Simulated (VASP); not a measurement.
# BiTe: single point with RPBE

BiTe:

```
CELL_PARAMETERS angstrom
0.00000 3.23500 3.23500
3.23500 0.00000 3.23500
3.23500 3.23500 0.00000
ATOMIC_POSITIONS crystal
Bi 0.00000 0.00000 0.00000
Te 0.50000 0.50000 0.50000
```

| Quantity | Value |
| --- | --- |
| Program | VASP 6.6.1 |
| Task | single point |
| Functional | RPBE |
| Potentials or basis | VASP PAW PBE potentials, release 64 (Bi_d, Te) |
| Cutoff | 520 eV |
| k mesh | 7 × 7 × 7 |
| Occupations | gaussian, width 0.1 eV |
| Spin | no spin polarisation |
| Dipole correction | no |
| Further INCAR settings | ALGO = Normal; EDIFF = 1e-07; NBANDS = 18 |

```
Pressure : 2.2 GPa
```

Levels at points of the mesh, in eV from the Fermi level:
| k point | band 8 | band 9 | band 10 | band 11 | band 12 | band 13 |
| --- | --- | --- | --- | --- | --- | --- |
| (0.00, 0.00, 0.00) | -2.61 | -2.61 | -2.61 | 2.12 | 2.12 | 2.12 |

It took 73 s on 1 thread of AMD EPYC 7R13, with other jobs on the host, peak memory 0.18 GiB.

Caveat: the PAW data sets were made with another functional, which shifts forces and pressure a little; spin-orbit coupling is left out, which moves the levels of the heavy elements.
